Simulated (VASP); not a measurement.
# Pt: single point with PBE

Crystal: Pt.

```
CELL_PARAMETERS angstrom
-1.62287 1.62287 1.62287
1.62287 -1.62287 1.62287
1.62287 1.62287 -1.62287
ATOMIC_POSITIONS crystal
Pt 0.00000 0.00000 0.00000
```

```yaml
Program: VASP 6.6.1
Task: single point
Functional: PBE
Potentials_or_basis: VASP PAW PBE potentials, release 64 (Pt)
Cutoff: 500 eV
k_mesh: 10 × 10 × 10
Occupations: fermi-dirac, width 0.1 eV
Spin: no spin polarisation
```

| Item | Value |
| --- | --- |
| Pressure | -15.0 GPa |
| Band gap on the k mesh | zero (band 5 reaches 9.70 eV, above the bottom of band 6 at 7.87 eV) |

Levels at points of the mesh, in eV from the Fermi level:
```tsv
k point	band 3	band 4	band 5	band 6	band 7	band 8
(0.00, 0.00, 0.00)	-3.15	-3.15	-0.95	-0.95	17.01	17.01
(0.50, 0.00, 0.00)	-1.12	-0.68	0.44	0.82	5.58	13.14
(0.50, 0.50, 0.50)	0.37	0.37	0.37	7.42	7.42	7.42
```

It took 4.6 s on 1 thread of Intel(R) Xeon(R) Platinum 8488C (Sapphire Rapids), with other jobs on the host, peak memory 0.12 GiB.

Caveat: spin-orbit coupling is left out, which moves the levels of the heavy elements.
